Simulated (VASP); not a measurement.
# WC (P1) in VASP: a series of runs

The runs below take WC through single point, with PBE+D3(BJ).

Everything below comes from runs of VASP 6.6.1. Logs are shortened: lines on timing, memory, paths and dates and some standing lists are left out, and cuts for length are marked.

## 1. The cell of the first run

The typed cell holds 16 atoms: a = 5.886 Å, b = 5.097 Å, c = 5.780 Å, α = 90.00°, β = 90.00°, γ = 90.00°.

## 2. Single point, PBE+D3(BJ)

INCAR reads:

```
SYSTEM = WC
  ALGO = Normal
  EDIFF = 1E-7
  ENCUT = 520
  GGA = PE
  ISIF = 2
  ISMEAR = -1
  IVDW = 12
  LASPH = .TRUE.
  LCHARG = .TRUE.
  LELF = .TRUE.
  LREAL = Auto
  LVHAR = .TRUE.
  LWAVE = .FALSE.
  NBANDS = 86
  NELM = 80
  PREC = Accurate
  SIGMA = 0.3
```

KPOINTS reads:

```
k-points
0
G
  2 2 2
  0 0 0
```

POSCAR reads:

```
WC
1.0
   -2.9427730000     -5.0970320000      0.0000000000
    4.4141590000     -2.5485160000      0.0000000000
    0.0000000000      0.0000000000      5.7795510000
W C
8 8
Direct
    0.7678388930      0.5115528377      0.0108485936
    0.7638164275      0.4916991798      0.4991045152
    0.5186314977     -0.0088998225     -0.0107620817
    0.5112531344     -0.0110548986      0.4927026338
    0.2660161748      0.4997838131      0.0055886694
    0.2418142216      0.5002774849      0.5037242512
    0.0091048650      0.0080408410      0.0085127720
   -0.0035359200     -0.0148624936      0.5042260203
    0.4926560406      0.6690232261      0.2579093082
    0.4785539054      0.6638355147      0.7496603110
    0.2720655302      0.1590624843      0.2350355590
    0.2706619411      0.1481361801      0.7616508618
    0.0119797662      0.6730735645      0.2587398225
    0.0034590140      0.6611178014      0.7554912138
    0.7606552543      0.1850943169      0.2602970369
    0.7386489939      0.1386620454      0.7565466591
```

Potentials or basis: VASP PAW PBE potentials, release 64 (W_sv, C).

Command:

```bash
> cat potpaw_PBE.64/W_sv/POTCAR potpaw_PBE.64/C/POTCAR > POTCAR
> mpirun -np 1 vasp_std > vasp.out
```

OUTCAR:

```text
SYSTEM = WC
   EDIFF = 1E-7
   ENCUT = 520
   GGA = PE
   ISIF = 2
   ISMEAR = -1
   IVDW = 12
   LASPH = .TRUE.
   LREAL = Auto
   NELM = 80
   PREC = Accurate
 IVDW          = 12

 ion  position               nearest neighbor table
   1  0.768  0.512  0.011-  14 2.16  13 2.19  15 2.20   9 2.30  10 2.40  16 2.41   2 2.82   3 2.85
                             7 2.90   5 2.93   7 2.93   5 2.95   2 2.96   3 3.03
   2  0.764  0.492  0.499-  15 2.09  13 2.22  14 2.22   9 2.30  16 2.34  10 2.38   6 2.81   1 2.82
                             8 2.86   8 2.92   4 2.94   1 2.96   4 2.96   6 3.07
   3  0.519  0.991  0.989-  16 2.01  12 2.12  10 2.18  11 2.20   9 2.26  15 2.34   1 2.85   4 2.87
                             7 2.89   4 2.91   5 2.91   5 2.99   7 3.00   1 3.03
   4  0.511  0.989  0.493-   9 2.12  16 2.17  11 2.23  15 2.23  10 2.23  12 2.25   8 2.86   3 2.87
                             3 2.91   2 2.94   6 2.95   2 2.96   8 3.03   6 3.05
   5  0.266  0.500  0.006-  10 2.11   9 2.16  11 2.19  14 2.27  13 2.27  12 2.28   6 2.88   6 2.90
                             3 2.91   7 2.93   1 2.93   1 2.95   3 2.99   7 3.00
   6  0.242  0.500  0.504-  13 2.15  10 2.16  14 2.18   9 2.22  11 2.34  12 2.34   2 2.81   8 2.86
                             5 2.88   5 2.90   4 2.95   8 3.00   4 3.05   2 3.07
   7  0.009  0.008  0.009-  11 2.17  12 2.22  13 2.24  15 2.25  16 2.26  14 2.29   8 2.87   3 2.89
                             1 2.90   8 2.92   5 2.93   1 2.93   5 3.00   3 3.00
   8  0.996  0.985  0.504-  13 2.13  14 2.20  15 2.23  16 2.25  12 2.35  11 2.42   4 2.86   6 2.86
                             2 2.86   7 2.87   7 2.92   2 2.92   6 3.00   4 3.03
   9  0.493  0.669  0.258-   4 2.12   5 2.16   6 2.22   3 2.26   1 2.30   2 2.30
  10  0.479  0.664  0.750-   5 2.11   6 2.16   3 2.18   4 2.23   2 2.38   1 2.40
  11  0.272  0.159  0.235-   7 2.17   5 2.19   3 2.20   4 2.23   6 2.34   8 2.42
  12  0.271  0.148  0.762-   3 2.12   7 2.22   4 2.25   5 2.28   6 2.34   8 2.35
  13  0.012  0.673  0.259-   8 2.13   6 2.15   1 2.19   2 2.22   7 2.24   5 2.27
  14  0.003  0.661  0.755-   1 2.16   6 2.18   8 2.20   2 2.22   5 2.27   7 2.29
  15  0.761  0.185  0.260-   2 2.09   1 2.20   8 2.23   4 2.23   7 2.25   3 2.34
  16  0.739  0.139  0.757-   3 2.01   4 2.17   8 2.25   7 2.26   2 2.34   1 2.41

  LATTYP: Found a simple orthorhombic cell.
 ALAT       =     5.0970318303
 B/A-ratio  =     1.1339052202
 C/A-ratio  =     1.1547005967

  Lattice vectors:

 A1 = (   4.4141590000,  -2.5485160000,   0.0000000000)
 A2 = (   0.0000000000,   0.0000000000,   5.7795510000)
 A3 = (  -2.9427730000,  -5.0970320000,   0.0000000000)

Analysis of symmetry for initial positions (statically):
=====================================================================
 Subroutine PRICEL returns:
 Original cell was already a primitive cell.

 Routine SETGRP: Setting up the symmetry group for a
 simple orthorhombic supercell.

 Subroutine GETGRP returns: Found  1 space group operations
 (whereof  1 operations were pure point group operations)
 out of a pool of  8 trial point group operations.

[... 141 lines left out ...]
   EFERMI_NEDOS =   21; number of points for ismear=-14 and -15
   IALGO  =     38    algorithm
   IMIX   =      4    mixing-type and parameters
     AMIX     =   0.40;   BMIX     =  1.00
     AMIX_MAG =   1.60;   BMIX_MAG =  1.00
  volume/ion in A,a.u.               =      10.84        73.13
  Fermi-wavevector in a.u.,A,eV,Ry     =   1.538850  2.908005 32.219400  2.368059
  Thomas-Fermi vector in A             =   2.645161
   LORBIT       =      0    0 simple, 1 ext, 2 COOP (PROOUT), +10 PAW based schemes
   GGA     = PE    functional components
   LHFCALC =     F    Hartree Fock is set to
   AEXX    =    0.0000 exact exchange contribution
   IVDW    =    12    specifies the selected vdW correction
   LEPSILON=     F    determine dielectric tensor
   LRPA    =     F    only Hartree local field effects (RPA)
 non-spin polarized calculation
  energy-cutoff  :      520.00
  volume of cell :      173.38
 maximum number of plane-waves:      4712
 NGX is ok and might be reduce to    48
   NGX = 21   NGY = 19   NGZ = 21

 number of electron     144.0000000 magnetization

 Free energy of the ion-electron system (eV)
  ---------------------------------------------------
  ext. energy  EPLUGINS =         0.00000000
  ---------------------------------------------------
  free energy    TOTEN  =      -177.72251126 eV

  energy without entropy =     -176.45475762  energy(sigma->0) =     -177.08863444

 E-fermi :  10.8814     XC(G=0): -13.5476

 val. band max:       10.8290933758   @ k =   0.0000   0.0000   0.0000
 cond. band min:      10.8979263184   @ k =   0.0000   0.0000   0.5000
 fundamental gap:      0.0688329425
 Fermi energy:        10.8814424557

 k-point     1 :       0.0000    0.0000    0.0000
  band No.  band energies     occupation
      1     -63.5795      2.00000
      2     -63.5611      2.00000
      3     -63.5441      2.00000
      4     -63.5153      2.00000
      5     -63.5038      2.00000
      6     -63.4819      2.00000
[... 685 lines left out ...]
     83      14.2766      0.00002
     84      14.3722      0.00002
 [bands above 84 left out]

------------------------ aborting loop because EDIFF is reached ----------------------------------------

 Edisp (eV)   -7.06672

 E8    (eV) :    -3.2390

  FORCE on cell =-STRESS in cart. coord.  units (eV):
  Direction    XX          YY          ZZ          XY          YZ          ZX
  --------------------------------------------------------------------------------------
  -------------------------------------------------------------------------------------
  Total     -10.73028    -8.57272   -17.51719    -1.40374     0.27891     0.29404
  in kB     -99.15700   -79.21931  -161.87394   -12.97180     2.57734     2.71720
  external pressure =     -113.42 kB  Pullay stress =        0.00 kB

 VOLUME and BASIS-vectors are now :
 -----------------------------------------------------------------------------
  energy-cutoff  :      520.00
  volume of cell :      173.38
      direct lattice vectors                 reciprocal lattice vectors
    -2.942773000 -5.097032000  0.000000000    -0.084953893 -0.147144452  0.000000000
     4.414159000 -2.548516000  0.000000000     0.169907785 -0.098096312  0.000000000
     0.000000000  0.000000000  5.779551000     0.000000000  0.000000000  0.173023821

 POSITION                                       TOTAL-FORCE (eV/Angst)
 -----------------------------------------------------------------------------------
     -0.00150     -5.21740      0.06270        -0.549652      1.964190     -1.289636
     -0.07730     -5.14630      2.88460         1.530780      1.308758      1.540638
      2.84866     -5.16932      5.71735         1.344124      1.482318      2.493012
      2.86086     -5.12622      2.84760         1.508802      0.713307      0.756992
      1.42330     -2.62960      0.03230         0.092725      1.332737     -0.321532
      1.49670     -2.50750      2.91130        -2.179510     -1.211277     -0.010841
[... 8 lines left out ...]
     -1.42140     -4.34880      1.50440        -1.514220      0.715714     -0.874074
     -1.56160     -4.11830      4.37250         0.394712     -3.176187     -1.120403
 -----------------------------------------------------------------------------------
    total drift:                               -0.001399      0.000007     -0.002303

  FREE ENERGIE OF THE ION-ELECTRON SYSTEM (eV)
  ---------------------------------------------------
  free  energy   TOTEN  =      -184.7892354920 eV

  energy  without entropy=     -183.5214818512  energy(sigma->0) =     -184.15535867
```

OSZICAR:

```text
N       E                     dE             d eps       ncg     rms          rms(c)
DAV:   1     0.190930065907E+04    0.19093E+04   -0.78278E+04  1376   0.191E+03
DAV:   2    -0.350007990619E+01   -0.19128E+04   -0.18534E+04  1376   0.610E+02
DAV:   3    -0.193074237041E+03   -0.18957E+03   -0.18030E+03  1626   0.167E+02
DAV:   4    -0.202044135277E+03   -0.89699E+01   -0.87618E+01  1640   0.323E+01
DAV:   5    -0.202300094295E+03   -0.25596E+00   -0.25447E+00  1648   0.532E+00    0.853E+01
DAV:   6    -0.178554675916E+03    0.23745E+02   -0.15587E+02  1664   0.389E+01    0.249E+01
DAV:   7    -0.177937623774E+03    0.61705E+00   -0.95301E+00  1648   0.117E+01    0.138E+01
DAV:   8    -0.177815942492E+03    0.12168E+00   -0.17374E+00  1648   0.781E+00    0.329E+00
DAV:   9    -0.177721926439E+03    0.94016E-01   -0.39618E-01  1632   0.368E+00    0.598E-01
DAV:  10    -0.177722796571E+03   -0.87013E-03   -0.59105E-02  1720   0.104E+00    0.410E-01
DAV:  11    -0.177722528395E+03    0.26818E-03   -0.41401E-03  1680   0.414E-01    0.209E-01
DAV:  12    -0.177722520820E+03    0.75753E-05   -0.15624E-03  1744   0.259E-01    0.649E-02
DAV:  13    -0.177722520733E+03    0.86591E-07   -0.28769E-04  1704   0.122E-01    0.232E-02
DAV:  14    -0.177722515495E+03    0.52379E-05   -0.38606E-05  1736   0.385E-02    0.184E-02
DAV:  15    -0.177722511776E+03    0.37196E-05   -0.10025E-05  1688   0.195E-02    0.714E-03
DAV:  16    -0.177722511263E+03    0.51310E-06   -0.15883E-06  1736   0.702E-03    0.164E-03
DAV:  17    -0.177722511265E+03   -0.20700E-08   -0.42920E-07  1120   0.341E-03
   1 F= -.18478924E+03 E0= -.18415536E+03  d E =-.126775E+01
```

Run time: 7.1 min. Hardware: 1 thread of Intel Xeon Platinum 8488C (Sapphire Rapids), shared host; peak memory 0.33 GiB.

Results:

```yaml
Free_energy: -184.7892 eV
Pressure: -11.3 GPa
Largest_force: 3.391 eV/Å
Band_gap_on_the_k_mesh: zero (band 72 reaches 11.02 eV, above the bottom of band 73 at 10.83 eV)
Dispersion_energy_per_atom: -0.442 eV
```

Forces in eV/Å, atoms in the order of the input:
```
W   -0.550  1.964 -1.290
W    1.531  1.309  1.541
W    1.344  1.482  2.493
W    1.509  0.713  0.757
W    0.093  1.333 -0.322
W   -2.180 -1.211 -0.011
W   -0.973  0.305 -0.882
W    0.787 -2.286  0.530
C   -1.125 -1.017 -0.364
C   -1.410 -1.816 -0.217
C    0.745  0.353  1.364
C    1.466  0.911 -1.131
C   -0.087  0.461 -0.687
C   -0.031 -0.040  0.213
C   -1.514  0.716 -0.874
C    0.395 -3.176 -1.120
```

Levels at points of the mesh, in eV from the Fermi level:
| k point | band 69 | band 70 | band 71 | band 72 | band 73 | band 74 | band 75 | band 76 |
| --- | --- | --- | --- | --- | --- | --- | --- | --- |
| (0.00, 0.00, 0.00) | -0.94 | -0.70 | -0.56 | -0.20 | -0.05 | 0.59 | 0.81 | 1.57 |
| (0.50, 0.00, 0.00) | -1.11 | -1.04 | -0.31 | 0.14 | 0.33 | 0.50 | 0.59 | 0.77 |
| (0.00, 0.50, 0.00) | -0.88 | -0.81 | -0.33 | -0.10 | 0.82 | 1.17 | 1.63 | 1.75 |
| (0.50, 0.50, 0.00) | -1.80 | -1.74 | -1.48 | -1.35 | 1.29 | 1.35 | 1.59 | 1.67 |
| (0.00, 0.00, 0.50) | -1.39 | -1.19 | -0.16 | 0.02 | 0.28 | 0.48 | 0.62 | 0.77 |
| (0.50, 0.00, 0.50) | -1.42 | -1.19 | -1.07 | -1.05 | 0.13 | 0.21 | 0.47 | 0.50 |
| (0.00, 0.50, 0.50) | -1.63 | -1.34 | -1.21 | -1.16 | 0.60 | 0.79 | 0.88 | 0.98 |
| (0.50, 0.50, 0.50) | -1.74 | -1.64 | -1.49 | -1.31 | 0.98 | 1.14 | 1.28 | 1.35 |

Caveat: the k points lie up to 0.62 Å⁻¹ apart; spin-orbit coupling is left out, which moves the levels of the heavy elements; pairwise dispersion overbinds metals, which lowers pressure and volume; forces of over 1 eV/Å act on the atoms, so gaps and moduli don't describe the material at rest.

[end of part 1 of 2]
